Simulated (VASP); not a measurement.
# CdS: relaxation of cell and atoms with PBE

The system is CdS.

```
Cd S
1.0
     0.04228   -0.05310    4.02292
     6.67746    0.10650    0.06976
     0.18446   11.46060   -0.15177
Cd S
6 6
Direct
  0.70317 0.09811 0.49210
  0.70184 0.61175 0.00160
  0.34356 0.68785 0.30219
  0.33744 0.19545 0.81370
  0.96193 0.20217 0.19358
  0.99451 0.67936 0.67188
  0.13226 0.88325 0.50051
  0.12105 0.34311 0.01151
  0.86918 0.82154 0.19413
  0.78731 0.32816 0.68887
  0.52611 0.31827 0.32277
  0.52165 0.83098 0.80716
```

* Program: VASP 6.6.1
* Task: relaxation of cell and atoms
* Functional: PBE
* Potentials or basis: VASP PAW PBE potentials, release 64 (Cd, S)
* Cutoff: 600 eV
* k mesh: 4 × 2 × 1
* Occupations: gaussian, width 0.1 eV
* Spin: no spin polarisation
* Dipole correction: no
* Further INCAR settings: ALGO = Normal; EDIFF = 1e-06; IBRION = 2; EDIFFG = -0.025; NSW = 80; ISIF = 3

* Relaxed volume: 25.34 Å³/atom
* Relaxed cell: a = 4.023 Å, b = 6.606 Å, c = 11.441 Å, α = 90.00°, β = 89.67°, γ = 89.98°
* Space group after relaxing (to 0.05 Å): C2 (No. 5)
* Energy gained by relaxing: 112.1 meV/atom
* Ionic steps: 26
* Pressure after relaxing: 0.0 GPa
* Largest force after relaxing: 0.014 eV/Å
* Band gap on the k mesh: 0.95 eV, direct

Forces in eV/Å, atoms in the order of the input:
```
Cd  -0.008  0.001 -0.007
Cd  -0.008 -0.001  0.009
Cd  -0.004 -0.007  0.000
Cd   0.003 -0.002  0.014
Cd  -0.003 -0.002  0.002
Cd   0.000  0.007  0.000
S    0.003  0.002  0.008
S    0.008  0.002 -0.011
S   -0.006  0.004 -0.005
S    0.013  0.002 -0.002
S    0.003 -0.013 -0.004
S   -0.001  0.007 -0.005
```

The path:
```
step  energy change (eV)  largest force (eV/Å)  pressure (GPa)  volume (Å³)
   1              0.0000                3.4479            1.64       307.70
   2             -0.8550                0.7944           -2.17       319.27
   3             -0.8559                0.7822           -2.26       319.71
   4             -1.1359                0.5805           -0.17       304.93
   5             -1.1571                0.5072            0.75       299.84
   6             -1.2376                0.3528            0.34       301.82
   7             -1.2717                0.2689           -0.05       304.15
   8             -1.3080                0.1593           -0.11       304.34
   9             -1.3172                0.1403           -0.11       304.47
  10             -1.3278                0.1019            0.10       303.31
  11             -1.3297                0.1052            0.25       302.54
  12             -1.3353                0.0795           -0.17       304.80
  13             -1.3353                0.0786           -0.17       304.97
  14             -1.3395                0.0436           -0.01       304.18
  15             -1.3398                0.0538            0.05       303.92
  16             -1.3413                0.0411           -0.01       304.23
  17             -1.3415                0.0461           -0.06       304.48
  18             -1.3425                0.0343            0.04       303.92
  19             -1.3425                0.0356            0.06       303.78
  20             -1.3434                0.0290           -0.07       304.47
  21             -1.3434                0.0319           -0.07       304.53
  22             -1.3442                0.0359            0.04       303.92
  23             -1.3442                0.0375            0.06       303.81
  24             -1.3448                0.0295           -0.01       304.17
  25             -1.3448                0.0313           -0.02       304.23
  26             -1.3452                0.0145            0.01       304.06
```

Final structure:
```yaml
crystal:
  lattice:
    - [0.00159, 0.01135, 4.02274]
    - [6.60644, -0.00264, -0.00027]
    - [0.00551, 11.44144, 0.03269]
  atoms:
    - { symbol: Cd, position: [0.66639, 0.12030, 0.50030] }
    - { symbol: Cd, position: [0.66674, 0.62066, 0.99973] }
    - { symbol: Cd, position: [0.33694, 0.69107, 0.30994] }
    - { symbol: Cd, position: [0.33182, 0.18843, 0.81064] }
    - { symbol: Cd, position: [0.99829, 0.19109, 0.19031] }
    - { symbol: Cd, position: [0.99914, 0.68846, 0.68913] }
    - { symbol: S, position: [0.16609, 0.87079, 0.49973] }
    - { symbol: S, position: [0.16750, 0.37092, 0.00027] }
    - { symbol: S, position: [0.83821, 0.81544, 0.18441] }
    - { symbol: S, position: [0.83482, 0.31364, 0.68539] }
    - { symbol: S, position: [0.49692, 0.31534, 0.31574] }
    - { symbol: S, position: [0.49714, 0.81384, 0.81442] }
```

Levels at points of the mesh, in eV from the valence-band top:
```tsv
k point	band 51	band 52	band 53	band 54	band 55	band 56	band 57	band 58
(0.00, 0.00, 0.00)	-0.27	-0.05	0.00	0.00	0.95	3.12	3.25	3.60
(0.50, 0.00, 0.00)	-1.07	-0.96	-0.87	-0.59	2.79	3.35	3.36	3.77
(0.00, 0.50, 0.00)	-0.38	-0.37	-0.26	-0.25	2.81	2.82	3.35	3.35
(0.50, 0.50, 0.00)	-0.80	-0.79	-0.68	-0.68	3.13	3.13	3.44	3.45
```

Run time: 25 min on 1 thread of Intel(R) Xeon(R) Platinum 8488C (Sapphire Rapids) (shared host), peak memory 0.49 GiB.

Caveat: the k points lie up to 0.55 Å⁻¹ apart in the final cell.
